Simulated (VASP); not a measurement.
# InSb (F-43m) in VASP: single point with PBE

Aim: the single point of InSb with PBE.

All numbers are computed with VASP 6.6.1; they aren't measurements. Logs are shortened: lines on timing, memory, paths and dates and some standing lists are left out, and cuts for length are marked.

## 1. The cell of the first run

It takes space group F-43m (No. 216, cubic). Conventional cell: a = 6.722 Å, b = 6.722 Å, c = 6.722 Å, α = 90.00°, β = 90.00°, γ = 90.00°. Within 3.8 Å of In (site symmetry -43m) lie 4 Sb at 2.91 Å. Within 3.8 Å of Sb (site symmetry -43m) lie 4 In at 2.91 Å.

## 2. Single point, PBE (volume scaled by 1.040)

INCAR

```
PREC = Accurate
ENCUT = 520
EDIFF = 1E-7
ISMEAR = 0
SIGMA = 0.05
LREAL = F
LASPH = T
NELM = 60
ALGO = Normal
ISIF = 2
LWAVE = F
LCHARG = F
GGA = PE
NBANDS = 16
```

KPOINTS

```
Automatic mesh
0
Gamma
  10 10 10
```

POSCAR

```
InSb
1.0
    0.0000000000      3.3609130956      3.3609130956
    3.3609130956      0.0000000000      3.3609130956
    3.3609130956      3.3609130956      0.0000000000
In Sb
1 1
Direct
    0.0000000000      0.0000000000      0.0000000000
    0.7500000000      0.7500000000      0.7500000000
```

Potentials or basis: VASP PAW PBE potentials, release 64 (In_d, Sb).

On the command line:

```console
cat potpaw_PBE.64/In_d/POTCAR potpaw_PBE.64/Sb/POTCAR > POTCAR
mpirun -np 1 vasp_std > vasp.out
```

OUTCAR:

```text
PREC = Accurate
   ENCUT = 520
   EDIFF = 1E-7
   ISMEAR = 0
   LREAL = F
   LASPH = T
   NELM = 60
   ISIF = 2
   GGA = PE

 ion  position               nearest neighbor table
   1  0.000  0.000  0.000-   2 2.91   2 2.91   2 2.91   2 2.91
   2  0.750  0.750  0.750-   1 2.91   1 2.91   1 2.91   1 2.91

  LATTYP: Found a face centered cubic cell.
 ALAT       =     6.7218261912

  Lattice vectors:

 A1 = (   0.0000000000,   3.3609130956,   3.3609130956)
 A2 = (   3.3609130956,   0.0000000000,   3.3609130956)
 A3 = (   3.3609130956,   3.3609130956,   0.0000000000)

Analysis of symmetry for initial positions (statically):
=====================================================================
 Subroutine PRICEL returns:
 Original cell was already a primitive cell.

 Routine SETGRP: Setting up the symmetry group for a
 face centered cubic supercell.

 Subroutine GETGRP returns: Found 24 space group operations
 (whereof 24 operations were pure point group operations)
 out of a pool of 48 trial point group operations.

The static configuration has the point symmetry T_d .

Analysis of symmetry for dynamics (positions and initial velocities):
=====================================================================
 Subroutine PRICEL returns:
 Original cell was already a primitive cell.

 Routine SETGRP: Setting up the symmetry group for a
 face centered cubic supercell.

 Subroutine GETGRP returns: Found 24 space group operations
 (whereof 24 operations were pure point group operations)
 out of a pool of 48 trial point group operations.

The dynamic configuration has the point symmetry T_d .

 Subroutine INISYM returns: Found 24 space group operations
 (whereof 24 operations are pure point group operations),
 and found     1 'primitive' translations

----------------------------------------------------------------------------------------

                                     Primitive cell

  volume of cell :      75.9280

  direct lattice vectors                    reciprocal lattice vectors
     0.000000000  3.360913096  3.360913096    -0.148769095  0.148769095  0.148769095
     3.360913096  0.000000000  3.360913096     0.148769095 -0.148769095  0.148769095
     3.360913096  3.360913096  0.000000000     0.148769095  0.148769095 -0.148769095

  length of vectors
[... 74 lines left out ...]
   ISTART =      0    job   : 0-new  1-cont  2-samecut
   ICHARG =      2    charge: 1-file 2-atom 10-const
   ISPIN  =      1    spin polarized calculation?
   LNONCOLLINEAR =      F non collinear calculations
   LSORBIT =      F    spin-orbit coupling
   LASPH  =      T    aspherical Exc in radial PAW
   ENCUT  =  520.0 eV  38.22 Ry    6.18 a.u.   8.84  8.84  8.84*2*pi/ulx,y,z
   NELM   =     60;   NELMIN=  2; NELMDL= -5     # of ELM steps
   EDIFF  = 0.1E-06   stopping-criterion for ELM
   LREAL  =      F    real-space projection
   EDIFFG = 0.1E-05   stopping-criterion for IOM
   NSW    =      0    number of steps for IOM
   IBRION =     -1    ionic relax: 0-MD 1-quasi-New 2-CG
   NFREE  =      0    steps in history (QN), initial steepest desc. (CG)
   ISIF   =      2    stress and relaxation
   ISYM   =      2    0-nonsym 1-usesym 2-fastsym
   POTIM  = 0.5000    time-step for ionic-motion
   TEBEG  =    0.0;   TEEND  =   0.0 temperature during run
   PSTRESS=    0.0 pullay stress
   NELECT =      18.0000    total number of electrons
   NUPDOWN=      -1.0000    fix difference up-down
   EMIN   =  10.00;   EMAX   =-10.00  energy-range for DOS
   EFERMI =   0.00;   METHOD = LEGACY
   ISMEAR =     0;   SIGMA  =   0.05  broadening in eV -4-tet -1-fermi 0-gaus
   EFERMI_NEDOS =   21; number of points for ismear=-14 and -15
   IALGO  =     38    algorithm
   IMIX   =      4    mixing-type and parameters
     AMIX     =   0.40;   BMIX     =  1.00
     AMIX_MAG =   1.60;   BMIX_MAG =  1.00
  volume/ion in A,a.u.               =      37.96       256.19
  Fermi-wavevector in a.u.,A,eV,Ry     =   1.013207  1.914684 13.967597  1.026589
  Thomas-Fermi vector in A             =   2.146363
   LORBIT       =      0    0 simple, 1 ext, 2 COOP (PROOUT), +10 PAW based schemes
   GGA     = PE    functional components
   LHFCALC =     F    Hartree Fock is set to
   AEXX    =    0.0000 exact exchange contribution
   IVDW    =     0    specifies the selected vdW correction
   LEPSILON=     F    determine dielectric tensor
   LRPA    =     F    only Hartree local field effects (RPA)
 non-spin polarized calculation
 Gauss-broadening in eV      SIGMA  =   0.05
  energy-cutoff  :      520.00
  volume of cell :       75.93
 maximum number of plane-waves:      2085
   NGX = 17   NGY = 17   NGZ = 17

 number of electron      18.0000002 magnetization

 Free energy of the ion-electron system (eV)
  ---------------------------------------------------
  ext. energy  EPLUGINS =         0.00000000
  ---------------------------------------------------
  free energy    TOTEN  =        -6.94001508 eV

  energy without entropy =       -6.93993743  energy(sigma->0) =       -6.93997625

 E-fermi :   4.0239     XC(G=0):  -8.2211

 val. band max:        4.0086439630   @ k =   0.0000   0.0000   0.0000
 cond. band min:       4.3669486768   @ k =   0.5000   0.0000   0.0000
 fundamental gap:      0.3583047137
 Fermi energy:         4.0239411491

 k-point     1 :       0.0000    0.0000    0.0000
  band No.  band energies     occupation
      1     -10.3994      2.00000
      2     -10.3994      2.00000
      3     -10.3994      2.00000
      4     -10.3412      2.00000
      5     -10.3412      2.00000
      6      -6.0622      2.00000
[... 433 lines left out ...]
      3     -10.3773      2.00000
      4     -10.3493      2.00000
      5     -10.3364      2.00000
      6      -4.9365      2.00000
[... 8 lines left out ...]
     15      13.3331      0.00000
     16      13.5877      0.00000

 [... further k-points ...]
[... 5 lines left out ...]
  --------------------------------------------------------------------------------------
  -------------------------------------------------------------------------------------
  Total       -0.6269265     -0.6269265     -0.6269265      0.0000000      0.0000000      0.0000000
  in kB      -13.2289495    -13.2289495    -13.2289495      0.0000000      0.0000000      0.0000000
  external PRESSURE =     -13.2289495 kB  Pullay stress =       0.0000000 kB

 VOLUME and BASIS-vectors are now :
 -----------------------------------------------------------------------------
  energy-cutoff  :      520.00
  volume of cell :       75.93
      direct lattice vectors                 reciprocal lattice vectors
     0.000000000  3.360913096  3.360913096    -0.148769095  0.148769095  0.148769095
     3.360913096  0.000000000  3.360913096     0.148769095 -0.148769095  0.148769095
     3.360913096  3.360913096  0.000000000     0.148769095  0.148769095 -0.148769095

 POSITION                                       TOTAL-FORCE (eV/Angst)
 -----------------------------------------------------------------------------------
      0.00000      0.00000      0.00000        -0.000000      0.000000     -0.000000
      5.04137      5.04137      5.04137         0.000000     -0.000000      0.000000
 -----------------------------------------------------------------------------------
    total drift:                                0.000000      0.000000      0.000000

  FREE ENERGIE OF THE ION-ELECTRON SYSTEM (eV)
  ---------------------------------------------------
  free  energy   TOTEN  =        -6.9400150827 eV

  energy  without entropy=       -6.9399374255  energy(sigma->0) =       -6.93997625
```

OSZICAR:

```text
N       E                     dE             d eps       ncg     rms          rms(c)
DAV:   1     0.113065861760E+03    0.11307E+03   -0.78495E+03  1504   0.107E+03
DAV:   2     0.121328282770E+00   -0.11294E+03   -0.10928E+03  1712   0.272E+02
DAV:   3    -0.682033566987E+01   -0.69417E+01   -0.69181E+01  1928   0.710E+01
DAV:   4    -0.702102198803E+01   -0.20069E+00   -0.20064E+00  1952   0.141E+01
DAV:   5    -0.703070438223E+01   -0.96824E-02   -0.96823E-02  2232   0.245E+00    0.348E+00
DAV:   6    -0.694604820669E+01    0.84656E-01   -0.14905E-01  2216   0.537E+00    0.202E+00
DAV:   7    -0.693793268295E+01    0.81155E-02   -0.55906E-02  1976   0.203E+00    0.570E-01
DAV:   8    -0.693924314015E+01   -0.13105E-02   -0.66172E-03  1920   0.869E-01    0.188E-01
DAV:   9    -0.693990004891E+01   -0.65691E-03   -0.85817E-04  1816   0.249E-01    0.646E-02
DAV:  10    -0.693996556592E+01   -0.65517E-04   -0.51797E-05  2032   0.461E-02    0.269E-02
DAV:  11    -0.694001336483E+01   -0.47799E-04   -0.85329E-05  1688   0.543E-02    0.196E-02
DAV:  12    -0.694001434245E+01   -0.97762E-06   -0.11955E-06  1976   0.697E-03    0.759E-03
DAV:  13    -0.694001541055E+01   -0.10681E-05   -0.16905E-06  1760   0.696E-03    0.441E-03
DAV:  14    -0.694001506535E+01    0.34520E-06   -0.91200E-08  1640   0.212E-03    0.124E-03
DAV:  15    -0.694001508272E+01   -0.17364E-07   -0.19619E-08  1200   0.101E-03
   1 F= -.69400151E+01 E0= -.69399763E+01  d E =-.776572E-04
```

It took 33 s on 1 thread of AMD EPYC 9R45 (Zen 5), shared host; peak memory 0.21 GiB.

What came out:

| Item | Value |
| --- | --- |
| Free energy | -6.9400 eV |
| Pressure | -1.3 GPa |
| Band gap on the k mesh | zero (filled and empty bands touch) |

Levels at points of the mesh, in eV from the Fermi level:
```csv
k point,band 5,band 6,band 7,band 8,band 9,band 10,band 11,band 12,band 13,band 14
"(0.00, 0.00, 0.00)",-14.37,-10.09,-0.82,-0.02,-0.02,-0.02,2.95,2.95,2.95,5.61
"(0.50, 0.00, 0.00)",-14.36,-8.98,-5.16,-0.87,-0.87,0.34,3.77,3.77,6.10,7.65
"(0.50, 0.50, 0.00)",-14.36,-8.50,-5.49,-1.94,-1.94,1.35,1.51,7.49,7.49,8.09
```

Caveat: spin-orbit coupling is left out, which moves the levels of the heavy elements.
